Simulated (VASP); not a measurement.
Here is a VASP 6.6.1 calculation.

INCAR

```
PREC = Accurate
ENCUT = 520
EDIFF = 1E-6
ISMEAR = 0
SIGMA = 0.1
LREAL = F
LASPH = T
NELM = 80
ALGO = Normal
ISIF = 2
LWAVE = F
LCHARG = F
GGA = PE
NBANDS = 25
```

File KPOINTS:

```
regular mesh
0
Gamma
  6 6 6
```

Contents of POSCAR:

```
Be2NbP3
1.0
    5.0632906039     -0.0000000027      0.0000000000
   -2.5316452997      4.3849382911      0.0000000000
    0.0000000000      0.0000000000      3.3697642132
Be Nb P
2 1 3
Direct
    0.3333333333      0.6666666667      0.0000000000
    0.6666666667      0.3333333333      0.0000000000
    0.0000000000      0.0000000000      0.0000000000
    0.5000000000      0.0000000000      0.5000000000
    0.5000000000      0.5000000000      0.5000000000
    0.0000000000      0.5000000000      0.5000000000
```

Potentials or basis: VASP PAW PBE potentials, release 64 (Be, Nb_sv, P).

Run with:

```console
$ cat potpaw_PBE.64/Be/POTCAR potpaw_PBE.64/Nb_sv/POTCAR potpaw_PBE.64/P/POTCAR > POTCAR
$ mpirun -np 1 vasp_std > vasp.out
```

**Question.** Predict the band gap on the k mesh.

**Answer.** Zero (bands 16 and 17 overlap by 1.41 eV).

**Question.** What does it give for the pressure?

**Answer.** 0.1 GPa.

Stress tensor (GPa, compression positive):
```
0.06 0.00 0.00
0.00 0.06 0.00
0.00 0.00 0.20
```
